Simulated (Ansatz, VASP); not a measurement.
BaZrO3 in VASP and in Ansatz

Contents of INCAR:

```
ALGO     = Normal         # electronic algorithm
EDIFF    = 1E-7           # SCF threshold, eV
ENCUT    = 520            # plane-wave cutoff, eV
GGA      = PE             # functional
ISIF     = 2              # what is computed and relaxed
ISMEAR   = 0              # smearing method
LASPH    = T              # aspherical terms in the spheres
LCHARG   = F              # write CHGCAR
LREAL    = F              # projectors in reciprocal space
LWAVE    = F              # write WAVECAR
NBANDS   = 28             # bands
NELM     = 80             # most SCF steps
PREC     = Accurate       # precision mode
SIGMA    = 0.01           # smearing width, eV
```

KPOINTS

```
k-points
0
Gamma
  6 6 6
```

The input POSCAR:

```
BaZrO3
1.0
    4.1561169902      0.0000000000      0.0000000000
    0.0000000000      4.1561169902      0.0000000000
    0.0000000000      0.0000000000      4.1561169902
Ba Zr O
1 1 3
Direct
    0.0000000000      0.0000000000      0.0000000000
    0.5000000000      0.5000000000      0.5000000000
    0.0000000000      0.5000000000      0.5000000000
    0.5000000000      0.0000000000      0.5000000000
    0.5000000000      0.5000000000      0.0000000000
```

Input for Ansatz:

```yaml
crystal:
  lattice:
    - [4.156116990179619, 0.0, 0.0]
    - [0.0, 4.156116990179619, 0.0]
    - [0.0, 0.0, 4.156116990179619]
  atoms:
    - { symbol: Ba, position: [0.0, 0.0, 0.0] }
    - { symbol: Zr, position: [0.5, 0.5, 0.5] }
    - { symbol: O, position: [0.0, 0.5, 0.5] }
    - { symbol: O, position: [0.5, 0.0, 0.5] }
    - { symbol: O, position: [0.5, 0.5, 0.0] }
basis:
  ecutwfc: 571.4391111657479
kpoints:
  mp_grid:
    grid: [6, 6, 6]
hamiltonian:
  xc: pbe
scf:
  occupations:
    method: fixed
output:
  stress: true
```

Alike in both runs: task single point; functional PBE; k mesh 6 × 6 × 6; no spin polarisation.

```csv
,VASP,Ansatz
version,VASP 6.6.1,Ansatz 0.2.0
potentials or method,"VASP PAW PBE potentials, release 64 (Ba_sv, Zr_sv, O), cutoff 520 eV","plane waves, PAW"
occupations,"gaussian, width 0.01 eV",fixed
valence electrons in the cell,40,40
```

|  | VASP | Ansatz | Ansatz less VASP |
| --- | --- | --- | --- |
| pressure (GPa) | 9.7 | 8.5 | -1.17 |

Neither program's run includes spin-orbit coupling.
